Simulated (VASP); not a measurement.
# SbPt: single point with LDA

Crystal: SbPt.

```xyz
4
Lattice="4.1200 0.0000 0.0000 -2.0600 3.5680 0.0000 0.0000 0.0000 5.4700" Properties=species:S:1:pos:R:3 pbc="T T T"
Sb    0.0000    2.3787    1.3675
Sb    2.0600    1.1893    4.1025
Pt    0.0000    0.0000    0.0000
Pt    0.0000    0.0000    2.7350
```

```yaml
Program: VASP 6.6.1
Task: single point
Functional: LDA
Potentials_or_basis: VASP PAW LDA potentials, release 64 (Sb, Pt)
Cutoff: 520 eV
k_mesh: 7 × 7 × 4
Occupations: fermi-dirac, width 0.02 eV
Spin: no spin polarisation
Dipole_correction: no
Further_INCAR_settings: ALGO = Normal; EDIFF = 1e-07; NBANDS = 23
```

The pressure is 0.9 GPa. The band gap on the k mesh is zero (bands 15 and 16 overlap by 3.87 eV).

Stress tensor (GPa, compression positive):
```
1.16 0.00 0.00
0.00 1.16 0.00
0.00 0.00 0.28
```

Levels at points of the mesh, in eV from the Fermi level:
```
           k point  band 13  band 14  band 15  band 16  band 17  band 18
(0.00, 0.00, 0.00)    -0.01    -0.01     0.82     2.38     2.47     3.72
(0.00, 0.00, 0.50)    -1.15    -1.15     2.44     2.44     2.44     2.44
```

Run time: 25 s on 1 thread of Intel Xeon 6455B, with other jobs on the host, peak memory 0.19 GiB.

Caveat: spin-orbit coupling is left out, which moves the levels of the heavy elements.
